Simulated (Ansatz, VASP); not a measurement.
## Two plane-wave programs on C

INCAR

```
SYSTEM = C
ALGO     = Normal         ! electronic algorithm
EDIFF    = 1E-7           ! SCF threshold, eV
ENCUT    = 520            ! plane-wave cutoff, eV
GGA      = PE             ! functional
ISIF     = 2              ! what is computed and relaxed
ISMEAR   = 0              ! smearing method
IVDW     = 12             ! dispersion correction
LASPH    = .True.         ! aspherical terms in the spheres
LCHARG   = .False.        ! write CHGCAR
LREAL    = .False.        ! projectors in reciprocal space
LWAVE    = .False.        ! write WAVECAR
NBANDS   = 11             ! bands
NELM     = 100            ! most SCF steps
PREC     = Accurate       ! precision mode
SIGMA    = 0.15           ! smearing width, eV
```

KPOINTS

```
k-points
0
Gamma
  30 30 18
  0 0 0
```

The input POSCAR:

```
C
1.0
    2.5342036313      0.0000000000      0.0000000000
   -1.2671018157      2.1946847231      0.0000000000
    0.0000000000      0.0000000000      3.3745321174
C
2
Direct
    0.3333333333      0.6666666667      0.0000000000
    0.6666666667      0.3333333333      0.0000000000
```

Input for Ansatz:

```yaml
crystal:
  lattice:
    - [2.5342036313, 0.0, 0.0]
    - [-1.2671018157, 2.1946847231, 0.0]
    - [0.0, 0.0, 3.3745321174]
  atoms:
    - { symbol: C, position: [0.3333333333, 0.6666666667, 0.0] }
    - { symbol: C, position: [0.6666666667, 0.3333333333, 0.0] }
basis:
  ecutwfc: 420
kpoints:
  mp_grid: { grid: [30, 30, 18] }
hamiltonian:
  xc: pbe
  dispersion: d3bj
scf:
  occupations: { method: gaussian, width: 0.15 }
output:
  forces: true
  stress: true
  eigenvalues: true
```

Alike in both runs: task single point; functional PBE; dispersion D3(BJ); k mesh 30 × 30 × 18; occupations gaussian, width 0.15 eV; no spin polarisation.

```csv
,VASP,Ansatz
version,VASP 6.6.1,Ansatz 0.2.0
potentials or method,"VASP PAW PBE potentials, release 64 (C), cutoff 520 eV","scalar-relativistic, plane waves, PAW"
valence electrons in the cell,8,8
```

Ansatz gave:

| Item | Value |
| --- | --- |
| gap on the k mesh at the Fermi level (eV) | none |
| pressure (GPa) | -20.4 |
| traceless stress, the component that is largest in VASP (GPa) | 23.13 |

**Question.** Which values does VASP return?

**Answer.** gap on the k mesh at the Fermi level (eV): none; pressure (GPa): -20.0; traceless stress, the component that is largest in VASP (GPa): 22.70.

A gap of «none» marks a metal or a gap that the smearing closes.
